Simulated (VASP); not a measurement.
# SnSe2 (Cm) in VASP: single point with r2SCAN

Aim: the single point of SnSe2 with r2SCAN.

Everything below comes from runs of VASP 6.6.1. Logs are shortened: lines on timing, memory, paths and dates and some standing lists are left out, and cuts for length are marked.

### 1 The cell of the first run

It takes space group Cm (No. 8, monoclinic). Conventional cell: a = 6.652 Å, b = 3.841 Å, c = 6.523 Å, α = 90.00°, β = 90.00°, γ = 90.00°. Within 3.5 Å of Sn (site symmetry m) lie 6 Se at 2.67 to 2.77 Å. Se (site symmetry m) has 3 Sn at 2.72 to 2.77 Å within 3.6 Å. Within 3.5 Å of Se (site symmetry m) lie 3 Sn at 2.67 to 2.72 Å.

### 2 Single point, r2SCAN

The input, POSCAR:

```
SnSe2
1.0
    3.8405676479      0.0000000000      0.0000000000
   -1.9202838240      3.3260291481      0.0000000000
    0.0000000000      0.0000000000      6.5233023644
Sn Se
1 2
Direct
    0.0000000000      0.0000000000      0.0000000000
    0.3394626971      0.6789253942      0.2457085058
    0.6727960304      0.3455920608      0.7631645564
```

The input, INCAR.step1:

```
SYSTEM = SnSe2
  PREC = Accurate
  ENCUT = 520
  ISMEAR = 0
  SIGMA = 0.05
  LREAL = .False.
  LASPH = .True.
  NELM = 80
  NBANDS = 20
  GGA = PE
  ALGO = Normal
  EDIFF = 1E-4
  LWAVE = .True.
  LCHARG = .False.
```

The input, INCAR.step2:

```
SYSTEM = SnSe2
  PREC = Accurate
  ENCUT = 520
  EDIFF = 1E-6
  ISMEAR = 0
  SIGMA = 0.05
  LREAL = .False.
  LASPH = .True.
  NELM = 80
  ALGO = Normal
  ISIF = 2
  LWAVE = .False.
  LCHARG = .True.
  METAGGA = R2SCAN
  LMIXTAU = .True.
  LELF = .True.
  LVHAR = .True.
  NBANDS = 20
  ISTART = 1
```

The input, KPOINTS:

```
Automatic mesh
0
Gamma
  12 12 4
  0 0 0
```

Potentials or basis: VASP PAW PBE potentials, release 64 (Sn_d, Se).

On the command line:

```
cat potpaw_PBE.64/Sn_d/POTCAR potpaw_PBE.64/Se/POTCAR > POTCAR
cp INCAR.step1 INCAR
mpirun -np 1 vasp_std > vasp.out
cp INCAR.step2 INCAR
mpirun -np 1 vasp_std > vasp.out
```

OUTCAR:

```text
SYSTEM = SnSe2
   PREC = Accurate
   ENCUT = 520
   EDIFF = 1E-6
   ISMEAR = 0
   LREAL = .False.
   LASPH = .True.
   NELM = 80
   ISIF = 2
   METAGGA = R2SCAN
   ISTART = 1

 ion  position               nearest neighbor table
   1  0.000  0.000  0.000-   3 2.67   3 2.72   3 2.72   2 2.72   2 2.72   2 2.77
   2  0.339  0.679  0.246-   1 2.72   1 2.72   1 2.77
   3  0.673  0.346  0.763-   1 2.67   1 2.72   1 2.72

  LATTYP: Found a hexagonal cell.
 ALAT       =     3.8405676479
 C/A-ratio  =     1.6985255729

  Lattice vectors:

 A1 = (   3.8405676479,   0.0000000000,   0.0000000000)
 A2 = (  -1.9202838240,   3.3260291481,   0.0000000000)
 A3 = (   0.0000000000,   0.0000000000,   6.5233023644)

Analysis of symmetry for initial positions (statically):
=====================================================================
 Subroutine PRICEL returns:
 Original cell was already a primitive cell.

 Routine SETGRP: Setting up the symmetry group for a
 hexagonal supercell.

 Subroutine GETGRP returns: Found  2 space group operations
 (whereof  2 operations were pure point group operations)
 out of a pool of 24 trial point group operations.

The static configuration has the point symmetry C_1h.

Analysis of symmetry for dynamics (positions and initial velocities):
=====================================================================
 Subroutine PRICEL returns:
 Original cell was already a primitive cell.

 Routine SETGRP: Setting up the symmetry group for a
 hexagonal supercell.

 Subroutine GETGRP returns: Found  2 space group operations
 (whereof  2 operations were pure point group operations)
 out of a pool of 24 trial point group operations.

The dynamic configuration has the point symmetry C_1h.

 Subroutine INISYM returns: Found  2 space group operations
 (whereof  2 operations are pure point group operations),
 and found     1 'primitive' translations

----------------------------------------------------------------------------------------

                                     Primitive cell

  volume of cell :      83.3276

  direct lattice vectors                    reciprocal lattice vectors
     3.840567648  0.000000000  0.000000000     0.260378176  0.150329410  0.000000000
    -1.920283824  3.326029148  0.000000000     0.000000000  0.300658820  0.000000000
     0.000000000  0.000000000  6.523302364     0.000000000  0.000000000  0.153296589

  length of vectors
     3.840567648  3.840567648  6.523302364     0.300658820  0.300658820  0.153296589

  position of ions in fractional coordinates (direct lattice)
     0.000000000  0.000000000  0.000000000
     0.339462697  0.678925394  0.245708506
     0.672796030  0.345592061  0.763164556

  ion indices of the primitive-cell ions
   primitive index   ion index
                 1           1
                 2           2
                 3           3

----------------------------------------------------------------------------------------

 KPOINTS: Automatic mesh

Automatic generation of k-mesh.
 Grid dimensions read from file:
 generate k-points for:   12   12    4

 Generating k-lattice:

  Cartesian coordinates                     Fractional coordinates (reciprocal lattice)
     0.021698181  0.012527451  0.000000000     0.083333333  0.000000000  0.000000000
     0.000000000  0.025054902  0.000000000     0.000000000  0.083333333  0.000000000
     0.000000000  0.000000000  0.038324147     0.000000000  0.000000000  0.250000000

  Length of vectors
     0.025054902  0.025054902  0.038324147

  Shift w.r.t. Gamma in fractional coordinates (k-lattice)
     0.000000000  0.000000000  0.000000000

 Subroutine IBZKPT returns following result:
 ===========================================

 Found    164 irreducible k-points:

 Following reciprocal coordinates:
            Coordinates               Weight
  0.000000  0.000000  0.000000      1.000000
  0.083333 -0.000000  0.000000      4.000000
  0.000000  0.083333  0.000000      2.000000
  0.166667 -0.000000  0.000000      4.000000
  0.000000  0.166667  0.000000      2.000000
  0.250000 -0.000000  0.000000      4.000000
[... 16 lines left out ...]
 -0.083333  0.416667  0.000000      4.000000
 -0.416667  0.333333  0.000000      4.000000
 [... further k-points ...]
   k-points           NKPTS =    164   k-points in BZ     NKDIM =    164   number of bands    NBANDS=     20
   number of dos      NEDOS =    301   number of ions     NIONS =      3
   total plane-waves  NPLWV =  45000
   dimension x,y,z NGX =    30 NGY =   30 NGZ =   50
   dimension x,y,z NGXF=    60 NGYF=   60 NGZF=  100
   ions per type =               1   2
   NGX,Y,Z   is equivalent  to a cutoff of  12.99, 12.99, 12.74 a.u.
   NGXF,Y,Z  is equivalent  to a cutoff of  25.97, 25.97, 25.48 a.u.
 SYSTEM =  SnSe2
   PREC   = accura    normal or accurate (medium, high low for compatibility)
   ISTART =      1    job   : 0-new  1-cont  2-samecut
   ICHARG =      0    charge: 1-file 2-atom 10-const
   ISPIN  =      1    spin polarized calculation?
   LNONCOLLINEAR =      F non collinear calculations
   LSORBIT =      F    spin-orbit coupling
   LASPH  =      T    aspherical Exc in radial PAW
   ENCUT  =  520.0 eV  38.22 Ry    6.18 a.u.   7.14  7.14 12.13*2*pi/ulx,y,z
   NELM   =     80;   NELMIN=  2; NELMDL=  0     # of ELM steps
   EDIFF  = 0.1E-05   stopping-criterion for ELM
   LREAL  =      F    real-space projection
   EDIFFG = 0.1E-04   stopping-criterion for IOM
   NSW    =      0    number of steps for IOM
   IBRION =     -1    ionic relax: 0-MD 1-quasi-New 2-CG
   NFREE  =      0    steps in history (QN), initial steepest desc. (CG)
   ISIF   =      2    stress and relaxation
   ISYM   =      2    0-nonsym 1-usesym 2-fastsym
   POTIM  = 0.5000    time-step for ionic-motion
   TEBEG  =    0.0;   TEEND  =   0.0 temperature during run
   PSTRESS=    0.0 pullay stress
   NELECT =      26.0000    total number of electrons
   NUPDOWN=      -1.0000    fix difference up-down
   EMIN   =  10.00;   EMAX   =-10.00  energy-range for DOS
   EFERMI =   0.00;   METHOD = LEGACY
   ISMEAR =     0;   SIGMA  =   0.05  broadening in eV -4-tet -1-fermi 0-gaus
   EFERMI_NEDOS =   21; number of points for ismear=-14 and -15
   IALGO  =     38    algorithm
   IMIX   =      4    mixing-type and parameters
     AMIX     =   0.40;   BMIX     =  1.00
     AMIX_MAG =   1.60;   BMIX_MAG =  1.00
  volume/ion in A,a.u.               =      27.78       187.44
  Fermi-wavevector in a.u.,A,eV,Ry     =   1.110375  2.098304 16.775063  1.232932
  Thomas-Fermi vector in A             =   2.246926
   LORBIT       =      0    0 simple, 1 ext, 2 COOP (PROOUT), +10 PAW based schemes
   METAGGA = R2SCAN    functional components
   LHFCALC =     F    Hartree Fock is set to
   AEXX    =    0.0000 exact exchange contribution
   IVDW    =     0    specifies the selected vdW correction
   LEPSILON=     F    determine dielectric tensor
   LRPA    =     F    only Hartree local field effects (RPA)
 non-spin polarized calculation
 Gauss-broadening in eV      SIGMA  =   0.05
  energy-cutoff  :      520.00
  volume of cell :       83.33
 maximum number of plane-waves:      2274
 NGX is ok and might be reduce to    30
   NGX = 15   NGY = 15   NGZ = 25

 number of electron      25.9999986 magnetization

 Free energy of the ion-electron system (eV)
  ---------------------------------------------------
  ext. energy  EPLUGINS =         0.00000000
  ---------------------------------------------------
  free energy    TOTEN  =       -54.62820250 eV

  energy without entropy =      -54.62820250  energy(sigma->0) =      -54.62820250

 E-fermi :   3.2718     XC(G=0):  -9.5878

 val. band max:        3.0290777531   @ k =   0.1667  -0.0000   0.0000
 cond. band min:       4.0526786631   @ k =   0.5000  -0.0000   0.5000
 fundamental gap:      1.0236009100
 Fermi energy:         3.2717666584

 k-point     1 :       0.0000    0.0000    0.0000
  band No.  band energies     occupation
      1     -18.7817      2.00000
      2     -18.7803      2.00000
      3     -18.7256      2.00000
      4     -18.7187      2.00000
      5     -18.7185      2.00000
      6     -11.0719      2.00000
[... 12 lines left out ...]
     19      12.5759      0.00000
     20      12.5884      0.00000

 k-point     2 :       0.0833   -0.0000    0.0000
  band No.  band energies     occupation
      1     -18.7842      2.00000
      2     -18.7790      2.00000
      3     -18.7239      2.00000
      4     -18.7199      2.00000
      5     -18.7181      2.00000
      6     -11.0030      2.00000
[... 12 lines left out ...]
     19      11.8987      0.00000
     20      12.6956      0.00000

 k-point     3 :       0.0000    0.0833    0.0000
  band No.  band energies     occupation
      1     -18.7851      2.00000
      2     -18.7780      2.00000
      3     -18.7239      2.00000
      4     -18.7200      2.00000
      5     -18.7180      2.00000
      6     -11.0029      2.00000
[... 12 lines left out ...]
     19      11.8965      0.00000
     20      12.7030      0.00000

 k-point     4 :       0.1667   -0.0000    0.0000
  band No.  band energies     occupation
      1     -18.7939      2.00000
      2     -18.7736      2.00000
      3     -18.7248      2.00000
      4     -18.7173      2.00000
      5     -18.7160      2.00000
      6     -10.8013      2.00000
[... 12 lines left out ...]
     19      12.0180      0.00000
     20      12.7077      0.00000

 k-point     5 :       0.0000    0.1667    0.0000
  band No.  band energies     occupation
      1     -18.7950      2.00000
      2     -18.7725      2.00000
      3     -18.7247      2.00000
      4     -18.7175      2.00000
      5     -18.7160      2.00000
      6     -10.8006      2.00000
[... 12 lines left out ...]
     19      12.0163      0.00000
     20      12.7133      0.00000
[... 353 lines left out ...]
      6     -10.2490      2.00000
[... 12 lines left out ...]
     19      11.7552      0.00000
     20      13.0100      0.00000

 k-point    22 :       0.3333    0.0833    0.0000
  band No.  band energies     occupation
      1     -18.8269      2.00000
      2     -18.7654      2.00000
      3     -18.7344      2.00000
      4     -18.7048      2.00000
      5     -18.6960      2.00000
      6      -9.8463      2.00000
[... 12 lines left out ...]
     19      12.4954      0.00000
     20      13.2781      0.00000

 k-point    23 :      -0.0833    0.4167    0.0000
  band No.  band energies     occupation
      1     -18.8280      2.00000
      2     -18.7643      2.00000
      3     -18.7343      2.00000
      4     -18.7051      2.00000
      5     -18.6960      2.00000
      6      -9.8421      2.00000
[... 12 lines left out ...]
     19      12.4914      0.00000
     20      13.2786      0.00000

 k-point    24 :      -0.4167    0.3333    0.0000
  band No.  band energies     occupation
      1     -18.8267      2.00000
      2     -18.7657      2.00000
      3     -18.7345      2.00000
      4     -18.7051      2.00000
      5     -18.6957      2.00000
      6      -9.8475      2.00000
[... 12 lines left out ...]
     19      12.4925      0.00000
     20      13.2771      0.00000

 [... further k-points ...]

------------------------ aborting loop because EDIFF is reached ----------------------------------------

  FORCE on cell =-STRESS in cart. coord.  units (eV):
  Direction    XX          YY          ZZ          XY          YZ          ZX
  --------------------------------------------------------------------------------------
  -------------------------------------------------------------------------------------
  Total        0.0210877      0.0984272      0.0509693     -0.0000000      0.0554357     -0.0000000
  in kB        0.4054625      1.8925038      0.9800088     -0.0000000      1.0658863     -0.0000000
  external PRESSURE =       1.0926584 kB  Pullay stress =       0.0000000 kB

 VOLUME and BASIS-vectors are now :
 -----------------------------------------------------------------------------
  energy-cutoff  :      520.00
  volume of cell :       83.33
      direct lattice vectors                 reciprocal lattice vectors
     3.840567648  0.000000000  0.000000000     0.260378176  0.150329410  0.000000000
    -1.920283824  3.326029148  0.000000000     0.000000000  0.300658820  0.000000000
     0.000000000  0.000000000  6.523302364     0.000000000  0.000000000  0.153296589

 POSITION                                       TOTAL-FORCE (eV/Angst)
 -----------------------------------------------------------------------------------
      0.00000      0.00000      0.00000        -0.000000      0.218435      0.456656
     -0.00000      2.25813      1.60283         0.000000     -0.089771     -0.204175
      1.92028      1.14945      4.97835         0.000000     -0.128664     -0.252482
 -----------------------------------------------------------------------------------
    total drift:                               -0.000003      0.000006     -0.000030

  FREE ENERGIE OF THE ION-ELECTRON SYSTEM (eV)
  ---------------------------------------------------
  free  energy   TOTEN  =       -54.6282024976 eV

  energy  without entropy=      -54.6282024976  energy(sigma->0) =      -54.62820250
```

Wall time 7.6 min (1 thread of Intel Xeon 6975P-C (Granite Rapids), shared host); peak memory 0.4 GiB.

What came out:

- Free energy: -54.6282 eV
- Pressure: 0.1 GPa
- Largest force: 0.506 eV/Å
- Band gap on the k mesh: 1.02 eV (least direct gap 1.45 eV)

Forces in eV/Å, atoms in the order of the input:
```
Sn   0.000  0.218  0.457
Se   0.000 -0.090 -0.204
Se   0.000 -0.129 -0.252
```

Stress tensor (GPa, compression positive):
```
0.04 0.00 0.00
0.00 0.19 0.11
0.00 0.11 0.10
```

Caveat: the cell differs from its parent crystal (all Se atoms moved -0.050 Å, as atom 2 towards its neighbour atom 1 (Sn) at 2.719 Å); the PAW data sets were made with another functional, which shifts forces and pressure a little; spin-orbit coupling is left out, which moves the levels of the heavy elements. A k mesh can miss the band edges.
